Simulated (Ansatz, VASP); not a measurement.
Ca3Y: VASP beside Ansatz

```
Ca Y
1.0
     5.41281    0.00000    0.00000
     0.00000    5.41281    0.00000
     0.00000    0.00000    5.41281
Ca Y
3 1
Cartesian
  0.0000 2.7064 2.7064
  2.7064 0.0000 2.7064
  2.7064 2.7064 0.0000
  0.0000 0.0000 0.0000
```

Alike in both runs: task single point; functional LDA; k mesh 5 × 5 × 5; no spin polarisation.

|  | VASP | Ansatz |
| --- | --- | --- |
| version | VASP 6.6.1 | Ansatz 0.2.0 |
| potentials or method | VASP PAW LDA potentials, release 64 (Ca_sv, Y_sv), cutoff 520 eV | plane waves, PAW |
| occupations | methfessel-paxton of order 1, width 0.05 eV | cold, width 0.05 eV |
| valence electrons in the cell | 41 | 41 |

|  | VASP | Ansatz | Ansatz less VASP |
| --- | --- | --- | --- |
| pressure (GPa) | -2.1 | -2.1 | -0.01 |

LDA's correlation is that of Perdew and Zunger in VASP and of Perdew and Wang (1992) in Ansatz.
